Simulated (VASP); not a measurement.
# Bi (I4/mmm) in VASP: a series of runs, part 2 of 2

VASP 6.6.1. The steps go on from the part before.

### 3 Single point, PBE+D3(BJ) (volume 28.489 Å^3 an atom, c/a of the conventional cell 0.9280)

File INCAR:

```
SYSTEM = Bi
ALGO     = Fast           ! electronic algorithm
EDIFF    = 1E-7           ! SCF threshold, eV
ENCUT    = 520            ! plane-wave cutoff, eV
GGA      = PE             ! functional
ISIF     = 2              ! what is computed and relaxed
ISMEAR   = 0              ! smearing method
IVDW     = 12             ! dispersion correction
LASPH    = .True.         ! aspherical terms in the spheres
LCHARG   = .False.        ! write CHGCAR
LREAL    = .False.        ! projectors in reciprocal space
LWAVE    = .False.        ! write WAVECAR
NBANDS   = 14             ! bands
NELM     = 80             ! most SCF steps
PREC     = Accurate       ! precision mode
SIGMA    = 0.15           ! smearing width, eV
```

File KPOINTS:

```
k-points
0
Gamma
  18 18 18
  0 0 0
```

File POSCAR:

```
Bi
1.0
   -1.9725275571      1.9725275571      1.8305055730
    1.9725275571     -1.9725275571      1.8305055730
    1.9725275571      1.9725275571     -1.8305055730
Bi
1
Direct
    0.0000000000      0.0000000000      0.0000000000
```

Potentials or basis: VASP PAW PBE potentials, release 64 (Bi_d).

The run is started by

```
$ cat potpaw_PBE.64/Bi_d/POTCAR > POTCAR
$ mpirun -np 1 vasp_std > vasp.out
```

OUTCAR:

```text
SYSTEM = Bi
   EDIFF = 1E-7
   ENCUT = 520
   GGA = PE
   ISIF = 2
   ISMEAR = 0
   IVDW = 12
   LASPH = .True.
   LREAL = .False.
   NELM = 80
   PREC = Accurate
 IVDW          = 12

 ion  position               nearest neighbor table
   1  0.000  0.000  0.000-

  LATTYP: Found a body centered tetragonal cell.
 ALAT       =     3.9450551142
 C/A-ratio  =     0.9280000000

  Lattice vectors:

 A1 = (  -1.9725275571,   1.9725275571,   1.8305055730)
 A2 = (   1.9725275571,  -1.9725275571,   1.8305055730)
 A3 = (   1.9725275571,   1.9725275571,  -1.8305055730)

[... 591 lines left out ...]
------------------------ aborting loop because EDIFF is reached ----------------------------------------

 Edisp (eV)   -0.55324

 E8    (eV) :    -0.2716

  FORCE on cell =-STRESS in cart. coord.  units (eV):
  Direction    XX          YY          ZZ          XY          YZ          ZX
  --------------------------------------------------------------------------------------
  -------------------------------------------------------------------------------------
  Total       0.61502     0.61502     0.81421     0.00000    -0.00000     0.00000
  in kB      34.58780    34.58780    45.78997     0.00000    -0.00000     0.00000
  external pressure =       38.32 kB  Pullay stress =        0.00 kB

 VOLUME and BASIS-vectors are now :
 -----------------------------------------------------------------------------
  energy-cutoff  :      520.00
  volume of cell :       28.49
      direct lattice vectors                 reciprocal lattice vectors
    -1.972527557  1.972527557  1.830505573     0.000000000  0.253481883  0.273148581
     1.972527557 -1.972527557  1.830505573     0.253481883  0.000000000  0.273148581
     1.972527557  1.972527557 -1.830505573     0.253481883  0.253481883  0.000000000

 POSITION                                       TOTAL-FORCE (eV/Angst)
 -----------------------------------------------------------------------------------
      0.00000      0.00000      0.00000         0.000000     -0.000000      0.000000
 -----------------------------------------------------------------------------------
    total drift:                               -0.000000     -0.000000     -0.000000

  FREE ENERGIE OF THE ION-ELECTRON SYSTEM (eV)
  ---------------------------------------------------
  free  energy   TOTEN  =        -4.2459650984 eV

  energy  without entropy=       -4.2390951739  energy(sigma->0) =       -4.24253014
```

Wall time 3.1 min (1 thread of Intel Xeon 6975P-C, shared host); peak memory 0.3 GiB.

What came out:

```yaml
Free_energy: -4.2460 eV
Pressure: 3.8 GPa
Dispersion_energy_per_atom: -0.553 eV
```

Stress tensor (GPa, compression positive):
```
3.46 0.00 0.00
0.00 3.46 0.00
0.00 0.00 4.58
```

Levels at points of the mesh, in eV from the Fermi level:
| k point | band 5 | band 6 | band 7 | band 8 | band 9 | band 10 |
| --- | --- | --- | --- | --- | --- | --- |
| (0.00, 0.00, 0.00) | -22.95 | -14.19 | 5.55 | 5.55 | 6.11 | 10.16 |
| (0.50, 0.00, 0.00) | -22.85 | -10.47 | -5.56 | 1.49 | 3.27 | 5.98 |
| (0.50, 0.50, 0.00) | -22.86 | -10.85 | -5.74 | 2.37 | 4.50 | 7.03 |
| (0.50, 0.50, 0.50) | -22.87 | -8.16 | -2.44 | -2.44 | -1.09 | 3.11 |

Caveat: spin-orbit coupling is left out, which moves the levels of the heavy elements; pairwise dispersion overbinds metals, which lowers pressure and volume.

### 4 Single point, PBE+D3(BJ) (volume 28.489 Å^3 an atom, c/a of the conventional cell 1.0776)

File INCAR:

```
SYSTEM = Bi
ALGO = Fast
EDIFF = 1E-6
ENCUT = 520
GGA = PE
ISIF = 2
ISMEAR = 0
IVDW = 12
LASPH = .TRUE.
LCHARG = .FALSE.
LREAL = .FALSE.
LWAVE = .FALSE.
NBANDS = 14
NELM = 60
PREC = Accurate
SIGMA = 0.15
```

File KPOINTS:

```
k-points
0
G
  18 18 18
  0 0 0
```

File POSCAR:

```
Bi
1.0
   -1.8766640895      1.8766640895      2.0222932228
    1.8766640895     -1.8766640895      2.0222932228
    1.8766640895      1.8766640895     -2.0222932228
Bi
1
Direct
    0.0000000000      0.0000000000      0.0000000000
```

The run is started by

```
$ cat potpaw_PBE.64/Bi_d/POTCAR > POTCAR
$ mpirun -np 1 vasp_std > vasp.out
```

It took 2.3 min on 1 thread of Intel Xeon 6975P-C, shared host; peak memory 0.31 GiB.

It converged, with:

| Item | Value |
| --- | --- |
| Free energy | -4.2453 eV |
| Pressure | 3.8 GPa |
| Dispersion energy per atom | -0.553 eV |

Stress tensor (GPa, compression positive):
```
4.19 0.00 0.00
0.00 4.19 0.00
0.00 0.00 3.07
```

Levels at points of the mesh, in eV from the Fermi level:
```csv
k point,band 5,band 6,band 7,band 8,band 9,band 10
"(0.00, 0.00, 0.00)",-22.96,-14.19,5.57,5.83,5.83,9.91
"(0.50, 0.00, 0.00)",-22.87,-10.71,-5.69,2.05,4.06,6.65
"(0.50, 0.50, 0.00)",-22.85,-10.39,-5.50,1.23,2.89,5.67
"(0.50, 0.50, 0.50)",-22.88,-8.16,-2.84,-1.57,-1.57,3.22
```

Caveat: spin-orbit coupling is left out, which moves the levels of the heavy elements; pairwise dispersion overbinds metals, which lowers pressure and volume.

### 5 Single point, PBE+D3(BJ) (volume 29.291 Å^3 an atom, c/a of the conventional cell 1.5658)

File INCAR:

```
ALGO = Fast
EDIFF = 1E-6
ENCUT = 520
GGA = PE
ISIF = 2
ISMEAR = 0
IVDW = 12
LASPH = T
LCHARG = F
LREAL = F
LWAVE = F
NBANDS = 14
NELM = 100
PREC = Accurate
SIGMA = 0.15
```

File KPOINTS:

```
k-points
0
Gamma
  18 18 18
```

File POSCAR:

```
Bi
1.0
   -1.6722940309      1.6722940309      2.6184779936
    1.6722940309     -1.6722940309      2.6184779936
    1.6722940309      1.6722940309     -2.6184779936
Bi
1
Direct
    0.0000000000      0.0000000000      0.0000000000
```

The run is started by

```
$ cat potpaw_PBE.64/Bi_d/POTCAR > POTCAR
$ mpirun -np 1 vasp_std > vasp.out
```

It took 2.4 min on 1 thread of Intel Xeon 6975P-C, shared host; peak memory 0.3 GiB.

It converged, with:

```yaml
Free_energy: -4.2114 eV
Pressure: 2.2 GPa
Dispersion_energy_per_atom: -0.538 eV
```

Levels at points of the mesh, in eV from the Fermi level:
```
           k point  band 3  band 4  band 5  band 6  band 7  band 8  band 9  band 10  band 11  band 12
(0.00, 0.00, 0.00)  -23.12  -23.11  -23.01  -14.05    5.29    5.37    5.37     9.12     9.57    10.96
(0.50, 0.00, 0.00)  -23.10  -22.99  -22.96  -10.84   -5.66    2.69    4.50     7.17     8.82     9.94
(0.50, 0.50, 0.00)  -22.99  -22.99  -22.90   -9.25   -4.54   -0.38    0.39     3.80     5.04    15.82
(0.50, 0.50, 0.50)  -22.97  -22.96  -22.96  -10.32   -5.25    1.21    1.21     4.90     6.03    18.35
```

Caveat: spin-orbit coupling is left out, which moves the levels of the heavy elements; pairwise dispersion overbinds metals, which lowers pressure and volume.

### 6 Single point, PBE+D3(BJ) (volume 29.291 Å^3 an atom, c/a of the conventional cell 1.3484)

File INCAR:

```
PREC = Accurate ; ENCUT = 520
EDIFF = 1E-6 ; ISMEAR = 0
SIGMA = 0.15 ; LREAL = False
LASPH = True ; NELM = 100
ALGO = Fast ; ISIF = 2
LWAVE = False ; LCHARG = False
GGA = PE ; IVDW = 12
NBANDS = 14
```

File KPOINTS:

```
Automatic mesh
0
Gamma
  18 18 18
```

File POSCAR:

```
Bi
1.0
   -1.7577286082      1.7577286082      2.3701212553
    1.7577286082     -1.7577286082      2.3701212553
    1.7577286082      1.7577286082     -2.3701212553
Bi
1
Direct
    0.0000000000      0.0000000000      0.0000000000
```

Potentials or basis: VASP PAW PBE potentials, release 64 (Bi_d).

The run is started by

```
$ cat potpaw_PBE.64/Bi_d/POTCAR > POTCAR
$ mpirun -np 1 vasp_std > vasp.out
```

Wall time 2.5 min (1 thread of Intel Xeon 6975P-C, shared host); peak memory 0.31 GiB.

Results (log left out):

```yaml
Free_energy: -4.2100 eV
Pressure: 2.0 GPa
Dispersion_energy_per_atom: -0.538 eV
```

Stress tensor (GPa, compression positive):
```
2.19 0.00 0.00
0.00 2.19 0.00
0.00 0.00 1.62
```

Levels at points of the mesh, in eV from the Fermi level:
| k point | band 5 | band 6 | band 7 | band 8 | band 9 | band 10 |
| --- | --- | --- | --- | --- | --- | --- |
| (0.00, 0.00, 0.00) | -23.07 | -14.07 | 5.30 | 5.36 | 5.36 | 9.02 |
| (0.50, 0.00, 0.00) | -22.99 | -10.88 | -5.69 | 3.24 | 3.93 | 7.63 |
| (0.50, 0.50, 0.00) | -22.97 | -9.79 | -4.95 | 0.37 | 0.71 | 4.25 |
| (0.50, 0.50, 0.50) | -22.97 | -9.33 | -4.57 | -0.05 | -0.05 | 3.76 |

Caveat: spin-orbit coupling is left out, which moves the levels of the heavy elements; pairwise dispersion overbinds metals, which lowers pressure and volume.

### 7 Overview

```tsv
cell	further INCAR settings	gap on the mesh (eV)	pressure (GPa)
a = 3.372 Å, angles 116.0, 116.0, 97.0°, 1 atom	ALGO = Fast; EDIFF = 1e-06; NBANDS = 14	none	4.0
a = 3.337 Å, angles 107.5, 107.5, 113.5°, 1 atom	ALGO = Fast; EDIFF = 1e-07; NBANDS = 14	none	3.8
a = 3.337 Å, angles 111.6, 111.6, 105.4°, 1 atom	ALGO = Fast; EDIFF = 1e-06; NBANDS = 14	none	3.8
a = 3.528 Å, angles 123.4, 123.4, 84.2°, 1 atom	ALGO = Fast; EDIFF = 1e-06; NBANDS = 14	none	2.2
a = 3.435 Å, angles 118.4, 118.4, 92.7°, 1 atom	ALGO = Fast; EDIFF = 1e-06; NBANDS = 14	none	2.0
```

Alike in all rows: task single point; level PBE+D3(BJ); potentials or basis VASP PAW PBE potentials, release 64 (Bi_d); no spin polarisation; k mesh 18 × 18 × 18; cutoff (eV) 520; smearing gaussian 0.15 eV.

Caveats: spin-orbit coupling is left out, which moves the levels of the heavy elements; pairwise dispersion overbinds metals, which lowers pressure and volume.

Total energies depend on the potentials used, so only differences within one code and one set of settings carry meaning.
